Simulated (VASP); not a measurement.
Wanted: the native input for a VASP 6.6.1 run.

- Task: single point
- Functional: r2SCAN
- Potentials or basis: VASP PAW PBE potentials, release 64 (Ru_sv)
- Cutoff: 620 eV
- k mesh: 11 × 11 × 6
- Occupations: fermi-dirac, width 0.05 eV
- Spin: no spin polarisation
- Dipole correction: no
- Further INCAR settings: ALGO = Normal; EDIFF = 1e-06; NBANDS = 23

The system is Ru.

```
Ru
1.0
     2.67612    0.00000    0.00000
    -1.33806    2.31759    0.00000
     0.00000    0.00000    4.23257
Ru
2
Direct
  0.66667 0.33333 0.75000
  0.33333 0.66667 0.25000
```

The input as run:

POSCAR

```
Ru
1.0
    2.6761231923      0.0000000000      0.0000000000
   -1.3380615961      2.3175906682      0.0000000000
    0.0000000000      0.0000000000      4.2325677038
Ru
2
Direct
    0.6666666667      0.3333333333      0.7500000000
    0.3333333333      0.6666666667      0.2500000000
```

INCAR.step1

```
SYSTEM = Ru
PREC = Accurate
ENCUT = 620
ISMEAR = -1
SIGMA = 0.05
LREAL = .FALSE.
LASPH = .TRUE.
NELM = 120
NBANDS = 23
GGA = PE
ALGO = Normal
EDIFF = 1E-5
LWAVE = .TRUE.
LCHARG = .FALSE.
GGA_COMPAT = .FALSE.
```

INCAR.step2

```
SYSTEM = Ru
PREC = Accurate
ENCUT = 620
EDIFF = 1E-6
ISMEAR = -1
SIGMA = 0.05
LREAL = .FALSE.
LASPH = .TRUE.
NELM = 120
ALGO = Normal
ISIF = 2
LWAVE = .FALSE.
LCHARG = .TRUE.
METAGGA = R2SCAN
LMIXTAU = .TRUE.
LELF = .TRUE.
LVHAR = .TRUE.
NBANDS = 23
ISTART = 1
GGA_COMPAT = .FALSE.
```

KPOINTS

```
Automatic mesh
0
G
  11 11 6
  0 0 0
```

Potentials or basis: VASP PAW PBE potentials, release 64 (Ru_sv).

Launch:

```sh
$ cat potpaw_PBE.64/Ru_sv/POTCAR > POTCAR
$ cp INCAR.step1 INCAR
$ mpirun -np 1 vasp_std > vasp.out
$ cp INCAR.step2 INCAR
$ mpirun -np 1 vasp_std > vasp.out
```

Results of the run:

```
Pressure               : 10.1 GPa
Band gap on the k mesh : zero (bands 16 and 17 overlap by 3.38 eV)
```

Caveat: the cell stands under pressure; the PAW data sets were made with another functional, which shifts forces and pressure a little.

Wall time 2 min on 1 thread of Intel(R) Xeon(R) Platinum 8259CL CPU @ 2.50GHz (Skylake/Cascade Lake), on a shared host, peak memory 0.18 GiB.
